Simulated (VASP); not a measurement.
A run of VASP 6.6.1 is set up as follows.

The input INCAR:

```
SYSTEM = KBr
ALGO = Normal
EDIFF = 1E-6
ENCUT = 500
GGA = PE
GGA_COMPAT = .FALSE.
ISIF = 2
ISMEAR = 0
LASPH = .TRUE.
LCHARG = .FALSE.
LREAL = .FALSE.
LWAVE = .FALSE.
NBANDS = 15
NELM = 120
PREC = Accurate
SIGMA = 0.01
```

The input KPOINTS:

```
k-points
0
G
  4 4 4
  0 0 0
```

File POSCAR:

```
KBr
1.0
    0.0000000000      3.3022478201      3.3022478201
    3.3022478201      0.0000000000      3.3022478201
    3.3022478201      3.3022478201      0.0000000000
K Br
1 1
Direct
    0.0000000000      0.0000000000      0.0000000000
    0.5000000000      0.5000000000      0.5000000000
```

Potentials or basis: VASP PAW PBE potentials, release 64 (K_sv, Br).

The run is started by

```bash
$ cat potpaw_PBE.64/K_sv/POTCAR potpaw_PBE.64/Br/POTCAR > POTCAR
$ mpirun -np 1 vasp_std > vasp.out
```

(1) Predict the pressure.

(2) What does it give for the band gap on the k mesh?

Answers

(1) 0.7 GPa.

(2) 4.43 eV.
